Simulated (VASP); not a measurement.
**PbSe: single point with LDA**

The system is PbSe.

```
CELL_PARAMETERS angstrom
2.15488 -6.13395 0.00000
2.15488 6.13395 0.00000
0.00000 0.00000 4.45049
ATOMIC_POSITIONS crystal
Pb 0.63176 0.36824 0.75000
Pb 0.36824 0.63176 0.25000
Se 0.86129 0.13871 0.75000
Se 0.13871 0.86129 0.25000
```

- Program: VASP 6.6.1
- Task: single point
- Functional: LDA
- Potentials or basis: VASP PAW LDA potentials, release 64 (Pb_d, Se)
- Cutoff: 520 eV
- k mesh: 6 × 6 × 6
- Occupations: methfessel-paxton, width 0.01 eV
- Spin: no spin polarisation

The pressure is -3.2 GPa, the largest force is 0.075 eV/Å and the band gap on the k mesh is 1.02 eV, indirect (least direct gap 1.14 eV).

Forces on the atoms (eV/Å):
```
Pb   0.000 -0.075  0.000
Pb   0.000  0.075  0.000
Se   0.000  0.013  0.000
Se   0.000 -0.013  0.000
```

Stress tensor (GPa, compression positive):
```
-3.27  0.00  0.00
 0.00 -2.82  0.00
 0.00  0.00 -3.43
```

Levels at points of the mesh, in eV from the valence-band top:
```tsv
k point	band 17	band 18	band 19	band 20	band 21	band 22	band 23	band 24
(0.00, 0.00, 0.00)	-2.12	-1.51	-1.25	-0.35	4.41	4.45	4.63	5.26
(0.50, 0.00, 0.00)	-1.14	-0.87	-0.44	-0.22	1.46	1.59	1.82	2.67
(0.50, 0.50, 0.00)	-1.77	-1.68	-1.04	-0.54	1.09	4.24	4.40	4.58
(0.00, 0.00, 0.50)	-0.82	-0.82	0.00	0.00	1.48	1.48	2.32	2.32
(0.50, 0.00, 0.50)	-3.03	-3.03	-1.23	-1.23	3.12	3.12	5.39	5.39
(0.50, 0.50, 0.50)	-0.93	-0.93	-0.39	-0.39	1.28	1.28	2.78	2.78
```

Wall time 3.4 min on 1 thread of Intel(R) Xeon(R) Platinum 8259CL CPU @ 2.50GHz (Skylake/Cascade Lake), on a shared host, peak memory 0.31 GiB.

Caveat: spin-orbit coupling is left out, which moves the levels of the heavy elements. A k mesh can miss the band edges.
